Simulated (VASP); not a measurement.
Here is a VASP 6.6.1 calculation.

Contents of POSCAR:

```
BaF2
1.0
    0.0000000000      3.1000500000      3.1000500000
    3.1000500000      0.0000000000      3.1000500000
    3.1000500000      3.1000500000      0.0000000000
Ba F
1 2
Direct
    0.0000000000      0.0000000000      0.0000000000
    0.2500000000      0.2500000000      0.2500000000
    0.7500000000      0.7500000000      0.7500000000
```

File INCAR.step1:

```
SYSTEM = BaF2
ALGO = Normal ; EDIFF = 1E-5
ENCUT = 580 ; GGA = PE
GGA_COMPAT = .FALSE. ; ISMEAR = -1
LASPH = .TRUE. ; LCHARG = .FALSE.
LREAL = .FALSE. ; LWAVE = .TRUE.
NBANDS = 19 ; NELM = 120
PREC = Accurate ; SIGMA = 0.02
```

INCAR.step2

```
SYSTEM = BaF2
ALGO = Normal ; EDIFF = 1E-8
ENCUT = 580 ; GGA_COMPAT = .FALSE.
ISIF = 2 ; ISMEAR = -1
ISTART = 1 ; LASPH = .TRUE.
LCHARG = .FALSE. ; LEFG = .TRUE.
LMIXTAU = .TRUE. ; LREAL = .FALSE.
LWAVE = .FALSE. ; METAGGA = R2SCAN
NBANDS = 19 ; NELM = 120
PREC = Accurate ; SIGMA = 0.02
```

File KPOINTS:

```
k-points
0
G
  7 7 7
  0 0 0
```

Potentials or basis: VASP PAW PBE potentials, release 64 (Ba_sv, F).

The run is started by

```bash
$ cat potpaw_PBE.64/Ba_sv/POTCAR potpaw_PBE.64/F/POTCAR > POTCAR
$ cp INCAR.step1 INCAR
$ mpirun -np 1 vasp_std > vasp.out
$ cp INCAR.step2 INCAR
$ mpirun -np 1 vasp_std > vasp.out
```

Q: What does it give for the pressure?

A: 0.8 GPa.

Q: Estimate the band gap on the k mesh.

A: 7.35 eV (least direct gap 7.41 eV).

Caveat: the PAW data sets were made with another functional, which shifts forces and pressure a little; spin-orbit coupling is left out, which moves the levels of the heavy elements; an odd mesh through Γ misses points on the zone boundary, where band edges can lie.
